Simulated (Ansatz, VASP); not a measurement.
## HfC: VASP beside Ansatz

Contents of INCAR:

```
  ALGO = Normal
  EDIFF = 1E-8
  ENCUT = 520
  GGA = PS
  ISIF = 2
  ISMEAR = -1
  LASPH = True
  LCHARG = False
  LEFG = True
  LREAL = False
  LWAVE = False
  NBANDS = 14
  NELM = 80
  PREC = Accurate
  SIGMA = 0.05
```

KPOINTS

```
k-points
0
Gamma
  11 11 11
```

The input POSCAR:

```
HfC
1.0
    0.0000000000      2.3250000000      2.3250000000
    2.3250000000      0.0000000000      2.3250000000
    2.3250000000      2.3250000000      0.0000000000
Hf C
1 1
Direct
    0.4250000000      0.4250000000      0.5750000000
    0.0750000000      0.0750000000     -0.0750000000
```

Input for Ansatz:

```yaml
crystal:
  lattice:
    - [0.0, 2.325, 2.325]
    - [2.325, 0.0, 2.325]
    - [2.325, 2.325, 0.0]
  atoms:
    - { symbol: Hf, position: [0.425, 0.425, 0.575] }
    - { symbol: C, position: [0.075, 0.075, -0.075] }
kpoints:
  mp_grid: { grid: [11, 11, 11] }
scf:
  occupations: { method: fermi_dirac, width: 0.05 }
hamiltonian:
  xc: pbesol
  pseudopotentials: { kind: paw }
output:
  forces: true
  stress: true
  eigenvalues: true
  efg: { contact_densities: true }
  populations: true
```

Change from the starting cell: shortest bond scaled by 0.7, PAW files.

Alike in both runs: task electric field gradients; functional PBEsol; k mesh 11 × 11 × 11; occupations fermi-dirac, width 0.05 eV; no spin polarisation.

|  | VASP | Ansatz |
| --- | --- | --- |
| version | VASP 6.6.1 | Ansatz 0.2.0 |
| potentials or method | VASP PAW PBE potentials, release 64 (Hf_pv, C) | PAW with Ansatz's default frozen-core files, scalar-relativistic |
| plane-wave cutoff (eV) | 520 | 420 |
| valence electrons in the cell | 14 | 30 |

```tsv
	VASP	Ansatz	Ansatz less VASP
pressure (GPa)	56.1	53.4	-2.68
traceless stress, the component that is largest in VASP (GPa)	128.59	123.49	-5.097
rms of the force components (eV/Å)	11.181	10.744	-0.4365
size of Vzz on the site where it differs most (V/Å²)	85.3	107.4	+22.05
```

VASP's potentials were made for PBE, not for PBEsol. Atom by atom the forces differ by 0.436 eV/Å (rms over components). Both programs put the cell under a high pressure, so it lies far from rest at this level. With one functional, cell and mesh, what is left measures potentials, basis and numerics. VASP's potentials hold 14 valence electrons a cell and Ansatz's 30, so a difference there can come from the potentials and not from the codes.

Spin-orbit coupling is off throughout.
